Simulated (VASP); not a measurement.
Pd: relaxation of cell and atoms with PBEsol

Crystal: Pd.

```xyz
1
Lattice="0.0000 1.9465 1.9465 1.9465 0.0000 1.9465 1.9465 1.9465 0.0000" Properties=species:S:1:pos:R:3 pbc="T T T"
Pd    0.0000    0.0000    0.0000
```

```
Program                : VASP 6.6.1
Task                   : relaxation of cell and atoms
Functional             : PBEsol
Potentials or basis    : VASP PAW PBE potentials, release 64 (Pd)
Cutoff                 : 600 eV
k mesh                 : 12 × 12 × 12
Occupations            : fermi-dirac, width 0.05 eV
Spin                   : no spin polarisation
Target pressure        : 20 GPa
Dipole correction      : no
Further INCAR settings : ALGO = Fast; EDIFF = 1e-06; IBRION = 2; EDIFFG = -0.01; NSW = 60; ISIF = 3
```

The relaxed volume is 13.41 Å³/atom. The relaxed cell is a = 2.667 Å, b = 2.667 Å, c = 2.667 Å, α = 60.00°, β = 60.00°, γ = 60.00° and the space group after relaxing (to 0.05 Å) is Fm-3m (No. 225). The energy change on relaxing (the enthalpy is what falls) is +60.2 meV/atom, the ionic steps are 5 and the pressure after relaxing is 20.0 GPa. The band gap on the k mesh is zero (band 5 reaches 11.67 eV, above the bottom of band 6 at 9.80 eV).

The path:
| step | energy change (eV) | largest force (eV/Å) | pressure (GPa) | volume (Å³) |
| --- | --- | --- | --- | --- |
| 1 | 0.0000 | 0.0000 | -3.31 | 14.75 |
| 2 | 1.2903 | 0.0000 | 147.20 | 10.63 |
| 3 | 0.0476 | 0.0000 | 17.56 | 13.52 |
| 4 | 0.0562 | 0.0000 | 19.24 | 13.45 |
| 5 | 0.0602 | 0.0000 | 20.01 | 13.41 |

Final structure:
```
Pd
1.0
     0.00000    1.88583    1.88583
     1.88583    0.00000    1.88583
     1.88583    1.88583    0.00000
Pd
1
Cartesian
  0.0000 0.0000 0.0000
```

Levels at points of the mesh, in eV from the Fermi level:
```csv
k point,band 3,band 4,band 5,band 6,band 7,band 8
"(0.00, 0.00, 0.00)",-3.31,-3.31,-1.40,-1.40,17.15,22.47
"(0.50, 0.00, 0.00)",-3.37,0.00,0.00,0.73,8.09,16.53
"(0.50, 0.50, 0.00)",-0.02,0.37,0.37,3.27,11.77,13.66
```

Run time: 62 s on 1 thread of Intel Xeon 8259CL (shared host), peak memory 0.16 GiB.

Caveat: the cell is relaxed towards a set pressure, so the enthalpy falls and the energy may rise; the PAW data sets were made with another functional, which shifts forces and pressure a little.
